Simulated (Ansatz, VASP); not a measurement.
**Be2C: VASP beside Ansatz**

File POSCAR:

```
Be2C
1.0
    0.0000000000      2.1818779867      2.1818779867
    2.1818779867      0.0000000000      2.1818779867
    2.1818779867      2.1818779867      0.0000000000
Be C
2 1
Direct
    0.7500000000      0.7500000000      0.7500000000
    0.2500000000      0.2500000000      0.2500000000
    0.0000000000      0.0000000000      0.0000000000
```

The input INCAR.step1:

```
SYSTEM = Be2C
PREC     = Accurate       ! precision mode
ENCUT    = 660            ! plane-wave cutoff, eV
ISMEAR   = 0              ! smearing method
SIGMA    = 0.01           ! smearing width, eV
LREAL    = .False.        ! projectors in reciprocal space
LASPH    = .True.         ! aspherical terms in the spheres
NELM     = 120            ! most SCF steps
NBANDS   = 11             ! bands
GGA      = PE             ! functional
ALGO     = Normal         ! electronic algorithm
EDIFF    = 1E-5           ! SCF threshold, eV
LWAVE    = .True.         ! write WAVECAR
LCHARG   = .False.        ! write CHGCAR
GGA_COMPAT= .False.
```

Contents of INCAR.step2:

```
SYSTEM = Be2C
PREC     = Accurate       ! precision mode
ENCUT    = 660            ! plane-wave cutoff, eV
EDIFF    = 1E-6           ! SCF threshold, eV
ISMEAR   = 0              ! smearing method
SIGMA    = 0.01           ! smearing width, eV
LREAL    = .False.        ! projectors in reciprocal space
LASPH    = .True.         ! aspherical terms in the spheres
NELM     = 120            ! most SCF steps
ALGO     = Normal         ! electronic algorithm
ISIF     = 2              ! what is computed and relaxed
LWAVE    = .False.        ! write WAVECAR
LCHARG   = .False.        ! write CHGCAR
METAGGA  = R2SCAN         ! meta-GGA
LMIXTAU  = .True.       
NBANDS   = 11             ! bands
ISTART   = 1            
GGA_COMPAT= .False.
```

KPOINTS

```
regular mesh
0
Gamma
  8 8 8
  0 0 0
```

Input for Ansatz:

```yaml
crystal:
  lattice:
    - [0.0, 2.1818779867, 2.1818779867]
    - [2.1818779867, 0.0, 2.1818779867]
    - [2.1818779867, 2.1818779867, 0.0]
  atoms:
    - { symbol: Be, position: [0.75, 0.75, 0.75] }
    - { symbol: Be, position: [0.25, 0.25, 0.25] }
    - { symbol: C, position: [0.0, 0.0, 0.0] }
kpoints:
  mp_grid: { grid: [8, 8, 8] }
hamiltonian:
  xc: r2scan
scf:
  occupations: { method: fixed }
  n_extra_bands: 4
output:
  forces: true
  stress: true
  eigenvalues: true
```

Alike in both runs: task single point; functional r2SCAN; k mesh 8 × 8 × 8; no spin polarisation.

```csv
,VASP,Ansatz
version,VASP 6.6.1,Ansatz 0.2.0
potentials or method,"VASP PAW PBE potentials, release 64 (Be, C)","plane waves, PAW"
plane-wave cutoff (eV),660,500
occupations,"gaussian, width 0.01 eV",fixed
valence electrons in the cell,8,8
```

Ansatz gave:

```
gap on the k mesh at the Fermi level (eV) : 1.52
pressure (GPa)                            : -5.8
```

Estimate VASP's values.

gap on the k mesh at the Fermi level (eV): 1.51; pressure (GPa): -5.0.

VASP's potentials were made for PBE, not for r2SCAN.
